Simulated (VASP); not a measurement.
Fe3Pb:

```
CELL_PARAMETERS angstrom
0.00000 3.07237 3.07237
3.07237 0.00000 3.07237
3.07237 3.07237 0.00000
ATOMIC_POSITIONS crystal
Fe 0.25000 0.25000 0.25000
Fe 0.75000 0.75000 0.75000
Fe 0.50000 0.50000 0.50000
Pb 0.00000 0.00000 0.00000
```

```yaml
Program: VASP 6.6.1
Task: relaxation of cell and atoms
Functional: PBE
Potentials_or_basis: VASP PAW PBE potentials, release 64 (Fe, Pb_d)
Cutoff: 600 eV
k_mesh: 12 × 12 × 12
Occupations: gaussian, width 0.1 eV
Spin: no spin polarisation
```

At the start: pressure -10.6 GPa; volume 14.50 Å³/atom.

Problem. Where does the relaxation end?

Solution. Over 4 steps the energy falls by 35.1 meV/atom and the volume is 13.51 Å³/atom (-6.8 %); space group Fm-3m (No. 225, to 0.1 Å) before and after.

Step by step:
```csv
step,energy change (eV),largest force (eV/Å),pressure (GPa),volume (Å³)
1,0.0000,0.0000,-10.61,58.00
2,0.0280,0.0000,15.43,50.31
3,-0.1404,0.0000,-0.14,54.11
4,-0.1404,0.0000,0.01,54.03
```

Final structure:
```cif
data_structure
_symmetry_space_group_name_H-M 'P 1'
_symmetry_Int_Tables_number 1
_cell_length_a 4.2435
_cell_length_b 4.2435
_cell_length_c 4.2435
_cell_angle_alpha 60.000
_cell_angle_beta 60.000
_cell_angle_gamma 60.000
_cell_volume 54.03
loop_
_atom_site_label
_atom_site_type_symbol
_atom_site_fract_x
_atom_site_fract_y
_atom_site_fract_z
_atom_site_occupancy
Fe1 Fe 0.25000 0.25000 0.25000 1
Fe2 Fe 0.75000 0.75000 0.75000 1
Fe3 Fe 0.50000 0.50000 0.50000 1
Pb1 Pb 0.00000 0.00000 0.00000 1
```

Caveat: the run has no spin polarisation, though such a crystal can be magnetic.
